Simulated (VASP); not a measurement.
Input of a VASP 6.6.1 run:

The input INCAR:

```
SYSTEM = Hg
ALGO = Fast
EDIFF = 1E-6
ENCUT = 520
GGA = PE
ISIF = 2
ISMEAR = 0
IVDW = 12
LASPH = .TRUE.
LCHARG = .FALSE.
LREAL = .FALSE.
LWAVE = .FALSE.
NBANDS = 19
NELM = 80
PREC = Accurate
SIGMA = 0.1
```

KPOINTS

```
k-points
0
G
  15 15 8
  0 0 0
```

File POSCAR:

```
Hg
1.0
    3.4604222076      0.0000000000      0.0000000000
   -1.7302111038      2.9968135396      0.0000000000
    0.0000000000      0.0000000000      5.4568129381
Hg
2
Direct
    0.6666666667      0.3333333333      0.7500000000
    0.3333333333      0.6666666667      0.2500000000
```

Potentials or basis: VASP PAW PBE potentials, release 64 (Hg).

Run with:

```console
$ cat potpaw_PBE.64/Hg/POTCAR > POTCAR
$ mpirun -np 1 vasp_std > vasp.out
```

**Question.** Predict the band gap on the k mesh.

**Answer.** Zero (bands 12 and 13 overlap by 0.32 eV).

**Question.** What does it give for the dispersion energy per atom?

**Answer.** -0.370 eV.

**Question.** What does it give for the pressure?

**Answer.** -0.9 GPa.

Caveat: spin-orbit coupling is left out, which moves the levels of the heavy elements.
